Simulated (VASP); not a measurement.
Here is a VASP 6.6.1 calculation.

File INCAR:

```
ALGO = Normal
DIPOL = 0.5 0.5 0.499
EDIFF = 1E-6
ENCUT = 520
GGA = PE
IDIPOL = 3
ISIF = 2
ISMEAR = 0
LASPH = True
LCHARG = False
LDIPOL = True
LREAL = False
LWAVE = False
NBANDS = 36
NELM = 100
PREC = Accurate
SIGMA = 0.1
```

File KPOINTS:

```
k-points
0
Gamma
  12 12 1
```

The input POSCAR:

```
Ru
1.0
    2.7197977462      0.0000000000      0.0000000000
   -1.3598988731      2.3554139414      0.0000000000
    0.0000000000      0.0000000000     20.4449896454
Ru
4
Direct
    0.6666666667      0.3333333333      0.3423821739
    0.3333333333      0.6666666667      0.4474607246
    0.6666666667      0.3333333333      0.5521708514
    0.3333333333      0.6666666667      0.6537708793
```

Potentials or basis: VASP PAW PBE potentials, release 64 (Ru_pv).

The run is started by

```bash
$ cat potpaw_PBE.64/Ru_pv/POTCAR > POTCAR
$ mpirun -np 1 vasp_std > vasp.out
```

Question: Estimate the band gap on the k mesh.

Answer: Zero (band 28 reaches 3.78 eV, above the bottom of band 29 at 1.46 eV).

Question: Estimate the largest force.

Answer: 0.625 eV/Å.

Forces on the atoms (eV/Å):
```
Ru   0.000  0.000  0.618
Ru   0.000  0.000 -0.625
Ru   0.000  0.000 -0.001
Ru   0.000  0.000  0.008
```
